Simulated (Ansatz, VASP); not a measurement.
## Two plane-wave programs on Be4Se3

```
CELL_PARAMETERS angstrom
4.72707 0.00000 0.00000
-2.36354 4.09376 0.00000
0.00000 0.00000 5.94815
ATOMIC_POSITIONS crystal
Be 0.50000 0.00000 0.98022
Be 0.00000 0.50000 0.98022
Be 0.50000 0.50000 0.98022
Be 0.00000 0.00000 0.22075
Se 0.50000 0.00000 0.38800
Se 0.00000 0.50000 0.38800
Se 0.50000 0.50000 0.38800
```

Alike in both runs: task relaxation of cell and atoms; functional PBE; k mesh 4 × 4 × 3; occupations gaussian, width 0.2 eV; no spin polarisation.

|  | VASP | Ansatz |
| --- | --- | --- |
| version | VASP 6.6.1 | Ansatz 0.2.0 |
| potentials or method | VASP PAW PBE potentials, release 64 (Be, Se), cutoff 600 eV | scalar-relativistic, plane waves, PAW |
| valence electrons in the cell | 26 | 56 |

Ansatz gave:

* gap on the k mesh at the Fermi level, each at its own relaxed structure (eV): none
* relaxed volume (Å³/atom): 17.06
* relaxed cell length with the largest relative difference (Å): 5.317

Problem. Which values does VASP return?

Solution. gap on the k mesh at the Fermi level, each at its own relaxed structure (eV): none; relaxed volume (Å³/atom): 17.06; relaxed cell length with the largest relative difference (Å): 5.313.

A gap of «none» marks a metal or a gap that the smearing closes. VASP's potentials hold 26 valence electrons a cell and Ansatz's 56, so a difference there can come from the potentials and not from the codes.

The k mesh is coarse, so the values compare programs but aren't converged.
